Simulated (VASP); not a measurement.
Write the native input for VASP 6.6.1 that does the following.

- Task: single point
- Functional: PBEsol
- Potentials or basis: VASP PAW PBE potentials, release 64 (Ca_sv, Se)
- Cutoff: 520 eV
- k mesh: 8 × 8 × 8
- Occupations: gaussian, width 0.02 eV
- Spin: no spin polarisation
- Dipole correction: no
- Further INCAR settings: ALGO = Normal; EDIFF = 1e-06; NBANDS = 15

The structure of CaSe lies in POSCAR:

```
CaSe
1.0
    0.0000000000      2.9342183079      2.9342183079
    2.9342183079      0.0000000000      2.9342183079
    2.9342183079      2.9342183079      0.0000000000
Ca Se
1 1
Direct
    0.0000000000      0.0000000000      0.0000000000
    0.5000000000      0.5000000000      0.5000000000
```

These files were run (other wordings do the same):

INCAR

```
SYSTEM = CaSe
ALGO     = Normal         ! electronic algorithm
EDIFF    = 1E-6           ! SCF threshold, eV
ENCUT    = 520            ! plane-wave cutoff, eV
GGA      = PS             ! functional
ISIF     = 2              ! what is computed and relaxed
ISMEAR   = 0              ! smearing method
LASPH    = .TRUE.         ! aspherical terms in the spheres
LCHARG   = .TRUE.         ! write CHGCAR
LELF     = .TRUE.         ! ELF
LREAL    = .FALSE.        ! projectors in reciprocal space
LVHAR    = .TRUE.       
LWAVE    = .FALSE.        ! write WAVECAR
NBANDS   = 15             ! bands
NELM     = 100            ! most SCF steps
PREC     = Accurate       ! precision mode
SIGMA    = 0.02           ! smearing width, eV
```

KPOINTS

```
k-points
0
G
  8 8 8
  0 0 0
```

Potentials or basis: VASP PAW PBE potentials, release 64 (Ca_sv, Se).

Launch:

```console
$ cat potpaw_PBE.64/Ca_sv/POTCAR potpaw_PBE.64/Se/POTCAR > POTCAR
$ mpirun -np 1 vasp_std > vasp.out
```

It gave:

```
Pressure               : 0.2 GPa
Band gap on the k mesh : 1.87 eV (least direct gap 2.84 eV)
```

Caveat: the PAW data sets were made with another functional, which shifts forces and pressure a little.

Wall time 8.6 s on 1 thread of Intel(R) Xeon(R) 6975P-C (Granite Rapids) (shared host), peak memory 0.18 GiB.
